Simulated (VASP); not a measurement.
Write the native input for VASP 6.6.1 that does the following.

```yaml
Task: single point
Functional: PBE
Potentials_or_basis: VASP PAW PBE potentials, release 64 (Cs_sv)
Cutoff: 500 eV
k_mesh: 2 × 2 × 2
Occupations: gaussian, width 0.1 eV
Spin: no spin polarisation
Dipole_correction: no
Further_INCAR_settings: ALGO = Normal; EDIFF = 1e-06; NBANDS = 10
```

The structure of Cs lies in POSCAR:

```
Cs
1.0
   -3.1284650614      3.1284650614      3.1284650614
    3.1284650614     -3.1284650614      3.1284650614
    3.1284650614      3.1284650614     -3.1284650614
Cs
1
Direct
    0.0000000000      0.0000000000      0.0000000000
```

The input as run:

INCAR

```
ALGO     = Normal         # electronic algorithm
EDIFF    = 1E-6           # SCF threshold, eV
ENCUT    = 500            # plane-wave cutoff, eV
GGA      = PE             # functional
GGA_COMPAT= F            
ISIF     = 2              # what is computed and relaxed
ISMEAR   = 0              # smearing method
LASPH    = T              # aspherical terms in the spheres
LCHARG   = F              # write CHGCAR
LREAL    = F              # projectors in reciprocal space
LWAVE    = F              # write WAVECAR
NBANDS   = 10             # bands
NELM     = 120            # most SCF steps
PREC     = Accurate       # precision mode
SIGMA    = 0.1            # smearing width, eV
```

KPOINTS

```
k-points
0
Gamma
  2 2 2
```

Potentials or basis: VASP PAW PBE potentials, release 64 (Cs_sv).

Command:

```bash
$ cat potpaw_PBE.64/Cs_sv/POTCAR > POTCAR
$ mpirun -np 1 vasp_std > vasp.out
```

Results of the run:

```yaml
Pressure: -0.5 GPa
```

Caveat: the k points lie up to 0.71 Å⁻¹ apart.

Run time: 8.7 s on 1 thread of Intel Xeon 8259CL, on a shared host, peak memory 0.22 GiB.
